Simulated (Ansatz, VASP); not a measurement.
## TaN: VASP beside Ansatz

```
Ta N
1.0
     3.40758    0.00000    0.00000
    -1.70379    2.95105    0.00000
     0.00000    0.00000    5.84809
Ta N
2 2
Direct
  0.33333 0.66667 0.03049
  0.66667 0.33333 0.53049
  0.33333 0.66667 0.35451
  0.66667 0.33333 0.85451
```

Alike in both runs: task single point; functional PBE; k mesh 18 × 18 × 8; occupations gaussian, width 0.15 eV; no spin polarisation.

|  | VASP | Ansatz |
| --- | --- | --- |
| version | VASP 6.6.1 | Ansatz 0.2.0 |
| potentials or method | VASP PAW PBE potentials, release 64 (Ta_pv, N), cutoff 520 eV | scalar-relativistic, plane waves, PAW |
| valence electrons in the cell | 32 | 36 |

```tsv
	VASP	Ansatz	Ansatz less VASP
gap on the k mesh at the Fermi level (eV)	none	none	-
pressure (GPa)	-13.6	-14.2	-0.54
traceless stress, the component that is largest in VASP (GPa)	21.27	20.64	-0.632
rms of the force components (eV/Å)	1.186	1.137	-0.0491
```

Atom by atom the forces differ by 0.049 eV/Å (rms over components). A gap of «none» marks a metal or a gap that the smearing closes. VASP's potentials hold 32 valence electrons a cell and Ansatz's 36, so a difference there can come from the potentials and not from the codes.

Neither program's run includes spin-orbit coupling.
